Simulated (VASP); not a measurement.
Wanted: the native input for a VASP 6.6.1 run.

```
Task                   : single point
Functional             : PBE
Potentials or basis    : VASP PAW PBE potentials, release 64 (Rb_sv)
Cutoff                 : 520 eV
k mesh                 : 8 × 8 × 4
Occupations            : gaussian, width 0.05 eV
Spin                   : no spin polarisation
Dipole correction      : no
Further INCAR settings : ALGO = Fast; EDIFF = 1e-07; NBANDS = 16
```

The structure of Rb lies in POSCAR:

```
Rb
1.0
    2.4863622058     -4.3539849700      0.0000000000
    2.4863622058      4.3539849700      0.0000000000
    0.0000000000      0.0000000000      8.2755461893
Rb
2
Direct
    0.8397112600      0.1602887400      0.7500000000
    0.1602887400      0.8397112600      0.2500000000
```

One way to write it, as run:

INCAR

```
SYSTEM = Rb
PREC     = Accurate       ! precision mode
ENCUT    = 520            ! plane-wave cutoff, eV
EDIFF    = 1E-7           ! SCF threshold, eV
ISMEAR   = 0              ! smearing method
SIGMA    = 0.05           ! smearing width, eV
LREAL    = .FALSE.        ! projectors in reciprocal space
LASPH    = .TRUE.         ! aspherical terms in the spheres
NELM     = 80             ! most SCF steps
ALGO     = Fast           ! electronic algorithm
ISIF     = 2              ! what is computed and relaxed
LWAVE    = .FALSE.        ! write WAVECAR
LCHARG   = .FALSE.        ! write CHGCAR
GGA      = PE             ! functional
NBANDS   = 16             ! bands
```

KPOINTS

```
Automatic mesh
0
G
  8 8 4
  0 0 0
```

Potentials or basis: VASP PAW PBE potentials, release 64 (Rb_sv).

Run with:

```console
$ cat potpaw_PBE.64/Rb_sv/POTCAR > POTCAR
$ mpirun -np 1 vasp_std > vasp.out
```

Results of the run:

| Property | Result |
| --- | --- |
| Pressure | 0.1 GPa |
| Largest force | 0.005 eV/Å |
| Band gap on the k mesh | zero (bands 9 and 10 overlap by 2.19 eV) |

Run time: 6 min on 1 thread of AMD EPYC 7R13, on a shared host, peak memory 0.35 GiB.
